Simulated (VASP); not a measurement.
# H21C10N3O2 in VASP: notebook, part 2 of 3

VASP 6.6.1. The steps go on from the part before.

### 3 Single point, r2SCAN+D3(BJ)

Input file POSCAR:

```
H21C10N3O2
1.0
    7.1400370000      0.0000000000      0.0000000000
    0.0000000000      7.1400370000      0.0000000000
    0.0000000000      0.0000000000      7.1400370000
C O H N
10 2 21 3
Direct
    0.8254859184      0.3575611723      0.9114658650
    0.8613400743      0.1925620273      0.7752760945
    0.1825060570      0.0942151980      0.2456009682
    0.3136958534      0.2024639368      0.1104896235
    0.4824624858      0.5252073624      0.5575321248
    0.4176168835      0.7140019022      0.5546049691
   -0.0212603940      0.5525181452      0.3344100318
   -0.0658540005      0.6954025588      0.4699415423
    0.4093536210      0.6874614235      1.0460730105
    0.5926439877      0.7688475564      1.0987338021
    1.0536640076      0.1827861676      0.7159486709
    0.4901375161      0.2435141443      0.2007272511
    1.0446164355      0.0608400209      0.6666772175
    0.8191274079      0.0686691119      0.8560739951
    0.7731752651      0.2223657945      0.6570694242
    0.6784418624      0.3695359002      0.9485665130
    0.8928665216      0.3199423196      1.0408769590
    0.8943371022      0.4829106628      0.8587910679
    0.5423501307      0.1402653796      0.2729117510
    0.3367769663      0.1190329966     -0.0071288146
    0.2605868849      0.3373651985      0.0597335840
    0.0277309487      0.0785850269      0.1930382153
    0.2130661228     -0.0719183948      0.2423516853
    0.2051529985      0.1411897445      0.3991295843
    0.5180925533      0.4751656049      0.4156561093
    0.5982181885      0.4930226552      0.6629797577
    0.3813285561      0.4163283748      0.5958232429
   -0.0250979092      0.5762295069      0.1809794543
    0.1352514000      0.5235967265      0.3545219724
   -0.1064000089      0.4241574659      0.3468329366
    0.4280650086      0.5525881729      1.0125577781
    0.3413847855      0.6444224309      1.1719827222
    0.3368469939      0.7493938757      0.9346170055
    0.3676451537      0.8617462346      0.5925459490
   -0.0588932522      0.8222646465      0.5724620195
    0.7303323498      0.8555557905      1.1118149668
```

Input file INCAR.step1:

```
ALGO = Normal
EDIFF = 1E-5
ENCUT = 1100
GGA = PE
GGA_COMPAT = F
ISMEAR = -1
LASPH = T
LCHARG = F
LREAL = Auto
LWAVE = T
NBANDS = 68
NELM = 120
PREC = Accurate
SIGMA = 0.02
```

Input file INCAR.step2:

```
ALGO = Normal
EDIFF = 1E-6
ENCUT = 1100
GGA_COMPAT = F
ISIF = 2
ISMEAR = -1
ISTART = 1
IVDW = 12
LASPH = T
LCHARG = T
LELF = T
LMIXTAU = T
LREAL = Auto
LVHAR = T
LWAVE = F
METAGGA = R2SCAN
NBANDS = 68
NELM = 120
PREC = Accurate
SIGMA = 0.02
VDW_A1 = 0.49484001
VDW_A2 = 5.73083694
VDW_S6 = 1.0
VDW_S8 = 0.78981345
```

Input file KPOINTS:

```
k-points
0
Gamma
  1 1 1
```

Potentials or basis: VASP PAW PBE potentials, release 64 (C_h, O_h, H_h, N_h).

Started as:

```
cat potpaw_PBE.64/C_h/POTCAR potpaw_PBE.64/O_h/POTCAR potpaw_PBE.64/H_h/POTCAR potpaw_PBE.64/N_h/POTCAR > POTCAR
cp INCAR.step1 INCAR
mpirun -np 1 vasp_gam > vasp.out
cp INCAR.step2 INCAR
mpirun -np 1 vasp_gam > vasp.out
```

OUTCAR:

```text
EDIFF = 1E-6
   ENCUT = 1100
   ISIF = 2
   ISMEAR = -1
   ISTART = 1
   IVDW = 12
   LASPH = T
   LREAL = Auto
   METAGGA = R2SCAN
   NELM = 120
   PREC = Accurate
 IVDW          = 12

 ion  position               nearest neighbor table
   1  0.825  0.358  0.911-  17 1.08  16 1.09  18 1.09
   2  0.861  0.193  0.775-  15 1.07  14 1.10  11 1.44
   3  0.183  0.094  0.246-  24 1.16  22 1.17
   4  0.314  0.202  0.110-  20 1.04  21 1.10  12 1.45
   5  0.482  0.525  0.558-  27 1.10  25 1.10  26 1.14   6 1.43
   6  0.418  0.714  0.555-  34 1.15   5 1.43
   7  0.979  0.553  0.334-  30 1.10  28 1.11  29 1.15   8 1.44
   8  0.934  0.695  0.470-  35 1.17   7 1.44
   9  0.409  0.687  0.046-  31 1.00  33 1.05  32 1.07  10 1.48
  10  0.593  0.769  0.099-  36 1.17   9 1.48
  11  0.054  0.183  0.716-  13 0.94   2 1.44
  12  0.490  0.244  0.201-  19 0.97   4 1.45
  13  0.045  0.061  0.667-  11 0.94
  14  0.819  0.069  0.856-   2 1.10
  15  0.773  0.222  0.657-   2 1.07
  16  0.678  0.370  0.949-   1 1.09
  17  0.893  0.320  0.041-   1 1.08
  18  0.894  0.483  0.859-   1 1.09
  19  0.542  0.140  0.273-  12 0.97
  20  0.337  0.119  0.993-   4 1.04
  21  0.261  0.337  0.060-   4 1.10
  22  0.028  0.079  0.193-   3 1.17
  23  0.213  0.928  0.242-
  24  0.205  0.141  0.399-   3 1.16
  25  0.518  0.475  0.416-   5 1.10
  26  0.598  0.493  0.663-   5 1.14
  27  0.381  0.416  0.596-   5 1.10
  28  0.975  0.576  0.181-   7 1.11
  29  0.135  0.524  0.355-   7 1.15
  30  0.894  0.424  0.347-   7 1.10
  31  0.428  0.553  0.013-   9 1.00
  32  0.341  0.644  0.172-   9 1.07
  33  0.337  0.749  0.935-   9 1.05
  34  0.368  0.862  0.593-   6 1.15
  35  0.941  0.822  0.572-   8 1.17
  36  0.730  0.856  0.112-  10 1.17

  LATTYP: Found a simple cubic cell.
 ALAT       =     7.1400370000

  Lattice vectors:

 A1 = (   7.1400370000,   0.0000000000,   0.0000000000)
 A2 = (   0.0000000000,   7.1400370000,   0.0000000000)
 A3 = (   0.0000000000,   0.0000000000,   7.1400370000)

Analysis of symmetry for initial positions (statically):
=====================================================================
 Subroutine PRICEL returns:
 Original cell was already a primitive cell.

 Routine SETGRP: Setting up the symmetry group for a
 simple cubic supercell.

 Subroutine GETGRP returns: Found  1 space group operations
 (whereof  1 operations were pure point group operations)
 out of a pool of 48 trial point group operations.

The static configuration has the point symmetry C_1 .

Analysis of symmetry for dynamics (positions and initial velocities):
=====================================================================
 Subroutine PRICEL returns:
 Original cell was already a primitive cell.

 Routine SETGRP: Setting up the symmetry group for a
 simple cubic supercell.

 Subroutine GETGRP returns: Found  1 space group operations
 (whereof  1 operations were pure point group operations)
 out of a pool of 48 trial point group operations.

The dynamic configuration has the point symmetry C_1 .

[... 109 lines left out ...]

  Length of vectors
     0.140055297  0.140055297  0.140055297

  Shift w.r.t. Gamma in fractional coordinates (k-lattice)
     0.000000000  0.000000000  0.000000000

 Subroutine IBZKPT returns following result:
 ===========================================

 Found      1 irreducible k-points:

 Following reciprocal coordinates:
            Coordinates               Weight
  0.000000  0.000000  0.000000      1.000000
   k-points           NKPTS =      1   k-points in BZ     NKDIM =      1   number of bands    NBANDS=     68
   number of dos      NEDOS =    301   number of ions     NIONS =     36
   total plane-waves  NPLWV = 512000
   dimension x,y,z NGX =    80 NGY =   80 NGZ =   80
   dimension x,y,z NGXF=   160 NGYF=  160 NGZF=  160
   ions per type =              10   2  21   3
   NGX,Y,Z   is equivalent  to a cutoff of  18.63, 18.63, 18.63 a.u.
   NGXF,Y,Z  is equivalent  to a cutoff of  37.25, 37.25, 37.25 a.u.
 SYSTEM =  unknown system
   PREC   = accura    normal or accurate (medium, high low for compatibility)
   ISTART =      1    job   : 0-new  1-cont  2-samecut
   ICHARG =      0    charge: 1-file 2-atom 10-const
   ISPIN  =      1    spin polarized calculation?
   LNONCOLLINEAR =      F non collinear calculations
   LSORBIT =      F    spin-orbit coupling
   LASPH  =      T    aspherical Exc in radial PAW
   ENCUT  = 1100.0 eV  80.85 Ry    8.99 a.u.  19.31 19.31 19.31*2*pi/ulx,y,z
   NELM   =    120;   NELMIN=  2; NELMDL=  0     # of ELM steps
   EDIFF  = 0.1E-05   stopping-criterion for ELM
   LREAL  =      T    real-space projection
   EDIFFG = 0.1E-04   stopping-criterion for IOM
   NSW    =      0    number of steps for IOM
   IBRION =     -1    ionic relax: 0-MD 1-quasi-New 2-CG
   NFREE  =      0    steps in history (QN), initial steepest desc. (CG)
   ISIF   =      2    stress and relaxation
   ISYM   =      2    0-nonsym 1-usesym 2-fastsym
   POTIM  = 0.5000    time-step for ionic-motion
   TEBEG  =    0.0;   TEEND  =   0.0 temperature during run
   PSTRESS=    0.0 pullay stress
   NELECT =      88.0000    total number of electrons
   NUPDOWN=      -1.0000    fix difference up-down
   EMIN   =  10.00;   EMAX   =-10.00  energy-range for DOS
   EFERMI =   0.00;   METHOD = LEGACY
   ISMEAR =    -1;   SIGMA  =   0.02  broadening in eV -4-tet -1-fermi 0-gaus
   EFERMI_NEDOS =   21; number of points for ismear=-14 and -15
   IALGO  =     38    algorithm
   IMIX   =      4    mixing-type and parameters
     AMIX     =   0.40;   BMIX     =  1.00
     AMIX_MAG =   1.60;   BMIX_MAG =  1.00
  volume/ion in A,a.u.               =      10.11        68.23
  Fermi-wavevector in a.u.,A,eV,Ry     =   1.019848  1.927232 14.151270  1.040089
  Thomas-Fermi vector in A             =   2.153384
   LORBIT       =      0    0 simple, 1 ext, 2 COOP (PROOUT), +10 PAW based schemes
   METAGGA = R2SCAN    functional components
   LHFCALC =     F    Hartree Fock is set to
   AEXX    =    0.0000 exact exchange contribution
   IVDW    =    12    specifies the selected vdW correction
   LEPSILON=     F    determine dielectric tensor
   LRPA    =     F    only Hartree local field effects (RPA)
 non-spin polarized calculation
  energy-cutoff  :     1100.00
  volume of cell :      364.00
 maximum number of plane-waves:     15048
 NGX is ok and might be reduce to    80
   NGX = 39   NGY = 39   NGZ = 39

 number of electron      87.9999999 magnetization

 Free energy of the ion-electron system (eV)
  ---------------------------------------------------
  ext. energy  EPLUGINS =         0.00000000
  ---------------------------------------------------
  free energy    TOTEN  =      -215.68517009 eV

  energy without entropy =     -215.68517009  energy(sigma->0) =     -215.68517009

 E-fermi :  -1.5731     XC(G=0):  -7.6480

 val. band max:       -2.1022371871   @ k =   0.0000   0.0000   0.0000
 cond. band min:       2.7333685606   @ k =   0.0000   0.0000   0.0000
 fundamental gap:      4.8356057476
 Fermi energy:        -1.5731161036

 k-point     1 :       0.0000    0.0000    0.0000
  band No.  band energies     occupation
      1     -22.6055      2.00000
      2     -22.3818      2.00000
      3     -20.0673      2.00000
      4     -19.9824      2.00000
      5     -19.8170      2.00000
      6     -16.6383      2.00000
[... 48 lines left out ...]
     55       5.9078      0.00000
     56       6.2427      0.00000
 [bands above 56 left out]

------------------------ aborting loop because EDIFF is reached ----------------------------------------

 Edisp (eV)   -0.91040

 E8    (eV) :    -0.1524

  FORCE on cell =-STRESS in cart. coord.  units (eV):
  Direction    XX          YY          ZZ          XY          YZ          ZX
  --------------------------------------------------------------------------------------
  -------------------------------------------------------------------------------------
  Total      -5.98117     0.97252    -2.56710    -4.93167     2.27910    -2.88463
  in kB     -26.32664     4.28065   -11.29933   -21.70719    10.03165   -12.69693
  external pressure =      -11.12 kB  Pullay stress =        0.00 kB

 VOLUME and BASIS-vectors are now :
 -----------------------------------------------------------------------------
  energy-cutoff  :     1100.00
  volume of cell :      364.00
      direct lattice vectors                 reciprocal lattice vectors
     7.140037000  0.000000000  0.000000000     0.140055297  0.000000000  0.000000000
     0.000000000  7.140037000  0.000000000     0.000000000  0.140055297  0.000000000
     0.000000000  0.000000000  7.140037000     0.000000000  0.000000000  0.140055297

 POSITION                                       TOTAL-FORCE (eV/Angst)
 -----------------------------------------------------------------------------------
      5.89400      2.55300      6.50790         1.130051     -0.930857     -0.397075
      6.15000      1.37490      5.53550        -0.208238      1.542546      1.548262
      1.30310      0.67270      1.75360        -0.816926     -2.229376      0.121139
      2.23980      1.44560      0.78890        -0.257783     -0.336452      2.239413
      3.44480      3.75000      3.98080         1.121965     -1.894716     -0.141315
      2.98180      5.09800      3.95990         0.200777     -0.855413      1.341824
[... 28 lines left out ...]
      6.71954      5.87100      4.08740        -0.600245     -1.440025     -0.782921
      5.21460      6.10870      0.79836        -1.113418     -0.916556      0.316503
 -----------------------------------------------------------------------------------
    total drift:                               -0.000902     -0.006059      0.000563

  FREE ENERGIE OF THE ION-ELECTRON SYSTEM (eV)
  ---------------------------------------------------
  free  energy   TOTEN  =      -216.5955683848 eV

  energy  without entropy=     -216.5955683848  energy(sigma->0) =     -216.59556838
```

Run time: 3.8 min. Hardware: 1 thread of AMD EPYC 9R45 (Zen 5), shared host; peak memory 1.1 GiB.

Results:

| Property | Result |
| --- | --- |
| Free energy | -216.5956 eV |
| Pressure | -1.1 GPa |
| Largest force | 4.338 eV/Å |
| Band gap on the k mesh | 4.84 eV |
| Dispersion energy per atom | -0.025 eV |

Forces on the atoms (eV/Å):
```
C    1.130 -0.931 -0.397
C   -0.208  1.543  1.548
C   -0.817 -2.229  0.121
C   -0.258 -0.336  2.239
C    1.122 -1.895 -0.141
C    0.201 -0.855  1.342
C    1.414 -1.336 -0.478
C    0.650  1.624 -0.065
C    1.938  1.283  2.479
C   -0.179  1.065 -1.238
O   -1.139  1.082  1.036
O    0.093  0.496  0.085
H    0.907 -1.541 -0.900
H    0.052 -0.129 -0.708
H   -0.505 -0.552 -0.791
H   -0.062  0.219 -0.343
H    0.303 -0.004  0.491
H   -0.396  0.360 -0.061
H   -0.623 -0.003 -0.546
H    0.325 -0.912 -1.637
H   -0.181 -0.268  0.358
H    1.842  0.959  0.932
H    0.182  2.762  0.171
H   -0.776 -0.458 -1.888
H    0.470  0.198  0.316
H   -0.667  0.941 -1.198
H   -0.703  0.567  0.172
H   -0.533  1.060  0.770
H   -1.524 -0.283  0.244
H    0.506  0.249  0.495
H    1.342 -3.692 -1.840
H   -1.170  1.116  0.745
H   -0.819  1.234 -0.564
N   -0.204  1.024 -0.279
N   -0.600 -1.440 -0.783
N   -1.113 -0.917  0.317
```

Levels at points of the mesh, in eV from the valence-band top:
```
           k point  band 42  band 43  band 44  band 45  band 46  band 47
(0.00, 0.00, 0.00)    -1.52    -0.44     0.00     4.84     5.31     5.34
```

Caveat: the k points lie up to 0.88 Å⁻¹ apart; the atoms stand as in a frame of molecular dynamics; the PAW data sets were made with another functional, which shifts forces and pressure a little.

[end of part 2 of 3]
